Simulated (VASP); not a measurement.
# PbO: single point with HSE06

Crystal: PbO.

```xyz
2
Lattice="3.1794 0.0000 0.0000 0.0000 3.1794 0.0000 0.0000 0.0000 3.1794" Properties=species:S:1:pos:R:3 pbc="T T T"
Pb    0.0000    0.0000    0.0000
O     1.5897    1.5897    1.5897
```

| Item | Value |
| --- | --- |
| Program | VASP 6.6.1 |
| Task | single point |
| Functional | HSE06 |
| Potentials or basis | VASP PAW PBE potentials, release 64 (Pb_d, O) |
| Cutoff | 520 eV |
| k mesh | 4 × 4 × 4 |
| Occupations | methfessel-paxton, width 0.5 eV |
| Spin | no spin polarisation |

```
Pressure               : -1.1 GPa
Band gap on the k mesh : 0.37 eV, direct
```

Levels at points of the mesh, in eV from the valence-band top:
| k point | band 7 | band 8 | band 9 | band 10 | band 11 | band 12 | band 13 | band 14 |
| --- | --- | --- | --- | --- | --- | --- | --- | --- |
| (0.00, 0.00, 0.00) | -8.99 | -2.34 | -2.34 | -2.34 | 9.91 | 9.91 | 9.91 | 10.69 |
| (0.50, 0.00, 0.00) | -9.95 | -1.44 | -1.44 | 0.00 | 0.37 | 8.91 | 8.91 | 12.07 |
| (0.50, 0.50, 0.00) | -6.21 | -5.28 | -5.28 | -1.44 | 4.88 | 4.88 | 10.84 | 12.10 |
| (0.50, 0.50, 0.50) | -3.30 | -2.84 | -2.84 | -2.84 | 1.33 | 1.33 | 1.33 | 14.79 |

Wall time 9.9 min on 1 thread of AMD EPYC 7R13 (shared host), peak memory 0.22 GiB.

Caveat: the k points lie up to 0.49 Å⁻¹ apart; the PAW data sets were made with another functional, which shifts forces and pressure a little; spin-orbit coupling is left out, which moves the levels of the heavy elements. A k mesh can miss the band edges.
